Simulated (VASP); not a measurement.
Write the native input for VASP 6.6.1 that does the following.

| Property | Result |
| --- | --- |
| Task | single point |
| Functional | PBEsol |
| Potentials or basis | VASP PAW PBE potentials, release 64 (Al) |
| Cutoff | 520 eV |
| k mesh | 7 × 7 × 7 |
| Occupations | fermi-dirac, width 0.05 eV |
| Spin | no spin polarisation |
| Dipole correction | no |
| Further INCAR settings | ALGO = Normal; EDIFF = 1e-07; NBANDS = 8 |

The structure of Al lies in POSCAR:

```
Al
1.0
   -1.5912186900      1.5912186900      1.5912186900
    1.5912186900     -1.5912186900      1.5912186900
    1.5912186900      1.5912186900     -1.5912186900
Al
1
Direct
    0.0000000000      0.0000000000      0.0000000000
```

One way to write it, as run:

INCAR

```
SYSTEM = Al
ALGO = Normal
EDIFF = 1E-7
ENCUT = 520
GGA = PS
ISIF = 2
ISMEAR = -1
LASPH = .TRUE.
LCHARG = .TRUE.
LELF = .TRUE.
LREAL = .FALSE.
LVHAR = .TRUE.
LWAVE = .FALSE.
NBANDS = 8
NELM = 80
PREC = Accurate
SIGMA = 0.05
```

KPOINTS

```
k-points
0
G
  7 7 7
  0 0 0
```

Potentials or basis: VASP PAW PBE potentials, release 64 (Al).

Launch:

```bash
$ cat potpaw_PBE.64/Al/POTCAR > POTCAR
$ mpirun -np 1 vasp_std > vasp.out
```

Results of the run:

* Pressure: 1.8 GPa

Caveat: the k points lie up to 0.40 Å⁻¹ apart; the PAW data sets were made with another functional, which shifts forces and pressure a little.

Wall time 6.2 s on 1 thread of Intel Xeon 8259CL, on a shared host, peak memory 0.12 GiB.
